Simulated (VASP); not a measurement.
**Pt3Pb: single point with LDA**

The system is Pt3Pb.

```
Pt Pb
1.0
     4.13916    0.00000    0.00000
     0.00000    4.13916    0.00000
     0.00000    0.00000    4.05800
Pt Pb
3 1
Direct
  0.00000 0.50000 0.50000
  0.50000 0.00000 0.50000
  0.50000 0.50000 0.00000
  0.00000 0.00000 0.00000
```

This cell differs from its parent crystal: equal xx and yy strain of +2 %.

```
Program                : VASP 6.6.1
Task                   : single point
Functional             : LDA
Potentials or basis    : VASP PAW LDA potentials, release 64 (Pt, Pb_d)
Cutoff                 : 520 eV
k mesh                 : 9 × 9 × 9
Occupations            : fermi-dirac, width 0.03 eV
Spin                   : no spin polarisation
Dipole correction      : no
Further INCAR settings : ALGO = Normal; EDIFF = 1e-06; NBANDS = 30
```

```json
{
 "Pressure": "-9.6 GPa",
 "Band gap on the k mesh": "zero (band 22 reaches 10.60 eV, above the bottom of band 23 at 10.19 eV)"
}
```

Stress tensor (GPa, compression positive):
```
-10.03   0.00   0.00
  0.00 -10.03   0.00
  0.00   0.00  -8.69
```

Levels at points of the mesh, in eV from the Fermi level:
| k point | band 18 | band 19 | band 20 | band 21 | band 22 | band 23 | band 24 | band 25 | band 26 | band 27 |
| --- | --- | --- | --- | --- | --- | --- | --- | --- | --- | --- |
| (0.00, 0.00, 0.00) | -0.97 | -0.97 | -0.68 | -0.40 | -0.02 | 0.12 | 0.12 | 1.30 | 5.66 | 6.03 |

Run time: 100 s on 1 thread of Intel(R) Xeon(R) Platinum 8488C (Sapphire Rapids), with other jobs on the host, peak memory 0.25 GiB.

Caveat: the cell differs from its parent crystal (equal xx and yy strain of +2 %); spin-orbit coupling is left out, which moves the levels of the heavy elements.
